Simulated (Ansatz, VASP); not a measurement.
## ZnS: VASP beside Ansatz

POSCAR

```
ZnS
1.0
    3.8110000000      0.0000000000      0.0000000000
   -1.9055000000      3.3004228138      0.0000000000
    0.0000000000      0.0000000000      6.2340000000
Zn S
2 2
Direct
    0.3333333333      0.6666666667      0.0000000000
    0.6666666667      0.3333333333      0.5000000000
    0.3333333333      0.6666666667      0.3850000000
    0.6666666667      0.3333333333      0.8850000000
```

INCAR.step1

```
SYSTEM = ZnS
PREC = Accurate
ENCUT = 600
ISMEAR = 0
SIGMA = 0.01
LREAL = .False.
LASPH = .True.
NELM = 100
GGA = PE
ALGO = Normal
EDIFF = 1E-4
LWAVE = .True.
LCHARG = .False.
```

The input INCAR.step2:

```
SYSTEM = ZnS
PREC = Accurate
ENCUT = 600
EDIFF = 1E-7
ISMEAR = 0
SIGMA = 0.01
LREAL = .False.
LASPH = .True.
NELM = 100
ALGO = Normal
ISIF = 3
LWAVE = .False.
LCHARG = .False.
METAGGA = R2SCAN
LMIXTAU = .True.
LUSE_VDW = .True.
IVDW_NL = 2
BPARAM = 11.95
CPARAM = 0.0093
IBRION = 2
NSW = 60
EDIFFG = -0.03
ISTART = 1
```

Contents of KPOINTS:

```
Automatic mesh
0
Gamma
  6 6 4
  0 0 0
```

Input for Ansatz:

```yaml
crystal:
  lattice:
    a: 3.811
    b: 3.811
    c: 6.234
    alpha: 90.0
    beta: 90.0
    gamma: 120.0
  space_group: 186
  atoms:
    - { symbol: Zn, position: [0.3333333333333333, 0.6666666666666666, 0.0] }
    - { symbol: S, position: [0.3333333333333333, 0.6666666666666666, 0.385] }
kpoints:
  mp_grid:
    grid: [6, 6, 4]
hamiltonian:
  xc: r2scan
  dispersion: rvv10
scf:
  occupations:
    method: fixed
relax:
  f_tol: 0.03
  max_steps: 40
  cell: {}
```

Alike in both runs: task relaxation of cell and atoms; functional r2SCAN; dispersion rVV10; k mesh 6 × 6 × 4; no spin polarisation.

|  | VASP | Ansatz |
| --- | --- | --- |
| version | VASP 6.6.1 | Ansatz 0.2.0 |
| potentials or method | VASP PAW PBE potentials, release 64 (Zn, S) | plane waves, PAW |
| plane-wave cutoff (eV) | 600 | 500 |
| occupations | gaussian, width 0.01 eV | fixed |
| valence electrons in the cell | 36 | 36 |

Ansatz gave:

```
relaxed volume (Å³/atom)                                     : 19.36
relaxed cell length with the largest relative difference (Å) : 6.224
```

Estimate VASP's values.

relaxed volume (Å³/atom): 19.39; relaxed cell length with the largest relative difference (Å): 6.232.

VASP's potentials were made for PBE, not for r2SCAN.
